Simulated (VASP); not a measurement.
EuSb, 4 atoms in the cell. Symmetry: P6_3/mmc, No. 194, hexagonal system. The conventional cell has a = 4.908 Å, b = 4.908 Å, c = 6.623 Å, α = 90.00°, β = 90.00°, γ = 120.00°. Within 4.4 Å of Eu (site symmetry -6m2) lie 6 Sb at 3.28 Å and 6 Eu at 4.36 Å. Sb (site symmetry -3m) has 6 Eu at 3.28 Å and 2 Sb at 3.31 Å within 4.3 Å. 

```yaml
Program: VASP 6.6.1
Task: single point
Functional: PBE
Potentials_or_basis: VASP PAW PBE potentials, release 64 (Eu, Sb)
Cutoff: 520 eV
k_mesh: 8 × 8 × 6
Occupations: gaussian, width 0.05 eV
Spin: collinear spin, antiferromagnetic start
Starting_moments: "[6.0, -6.0, 0.0, 0.0] μB"
Dipole_correction: no
Further_INCAR_settings: ALGO = Normal; EDIFF = 1e-06; NBANDS = 34
```

Potentials or basis: VASP PAW PBE potentials, release 64 (Eu, Sb).

Launch:

```sh
$ cat potpaw_PBE.64/Eu/POTCAR potpaw_PBE.64/Sb/POTCAR > POTCAR
$ mpirun -np 1 vasp_std > vasp.out
```

Hardware: 1 thread of Intel(R) Xeon(R) Platinum 8488C (Sapphire Rapids), with other jobs on the host.

Estimate the wall time of this run.

Wall time 12 min on 1 thread of Intel(R) Xeon(R) Platinum 8488C (Sapphire Rapids), on a shared host, peak memory 0.53 GiB. Counts: scf iterations 24, k points 40.
